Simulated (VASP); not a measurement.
A run of VASP 6.6.1:

Contents of INCAR:

```
SYSTEM = B17BrN17
PREC = Accurate
ENCUT = 520
EDIFF = 1E-6
ISMEAR = 0
SIGMA = 0.01
LREAL = Auto
LASPH = .True.
NELM = 120
ALGO = Normal
ISIF = 2
LWAVE = .False.
LCHARG = .False.
GGA = PE
NBANDS = 94
NELECT = 144.0
GGA_COMPAT = .False.
ISYM = -1
```

KPOINTS

```
explicit points
1
Reciprocal
  0.25000000   0.25000000   0.25000000 1
```

File POSCAR:

```
B17BrN17
1.0
    7.4650312800      0.0000000000      0.0000000000
   -3.7325156400      6.4649067300      0.0000000000
    0.0000000000      0.0000000000      6.4954828800
B N Br
17 17 1
Direct
    0.1221688863      0.2070066142      0.2621611649
    0.1835612890      0.1172978367      0.7507860355
    0.1214801813      0.5372582559      0.2527519114
    0.2161724447      0.4693714042      0.6819274855
    0.1207426244      0.8715590623      0.2690695867
    0.2139845256      0.7953512092      0.7564925853
    0.4562920671      0.2081902870      0.2878582510
    0.5639134308      0.1200372652      0.7762709255
    0.4515391565      0.5446626332      0.3523154525
    0.4560894961      0.8717691168      0.2553041612
    0.5402894904      0.7893618747      0.6800368872
    0.7881889265      0.2057173106      0.2485995117
    0.8758704656      0.1214184477      0.7070328479
    0.7847865119      0.5372600141      0.2798597218
    0.8876035648      0.4681451047      0.7482973248
    0.7861443536      0.8710479136      0.2539156260
    0.8729860843      0.7820672852      0.7234656673
    0.0976758122      0.2392173486      0.6932892999
    0.2316825301      0.0938436930      0.2845294583
    0.1120594366      0.5743119478      0.7543206219
    0.2314547440      0.4269339062      0.2630483508
    0.0988324566      0.9031277697      0.7516255827
    0.2320959865      0.7612210412      0.2600374284
    0.5654946871      0.0956710125      0.2579912164
    0.4186213356      0.5849410917      0.5955731242
    0.5659832469      0.4272503932      0.3124955308
    0.4382958915      0.9049107580      0.7500408234
    0.5664443388      0.7622908168      0.2588534228
    0.7753234649      0.2379436386      0.7418792338
    0.8994702657      0.0949347892      0.2388638220
    0.7804147186      0.5717730232      0.7349565656
    0.8974426990      0.4280086551      0.2522700947
    0.7645307030      0.8996339282      0.6967742342
    0.8983831407      0.7610413623      0.2665574541
    0.4534045268      0.2965584667      0.8597960340
```

Potentials or basis: VASP PAW PBE potentials, release 64 (B, N, Br).

Run with:

```console
$ cat potpaw_PBE.64/B/POTCAR potpaw_PBE.64/N/POTCAR potpaw_PBE.64/Br/POTCAR > POTCAR
$ mpirun -np 1 vasp_std > vasp.out
```

Hardware: 1 thread of Intel Xeon 8259CL (shared host).

Task: Estimate the wall time of this run.

Result: Wall time 3 min on 1 thread of Intel Xeon 8259CL (shared host), peak memory 0.37 GiB. Counts: scf iterations 17, k points 1.
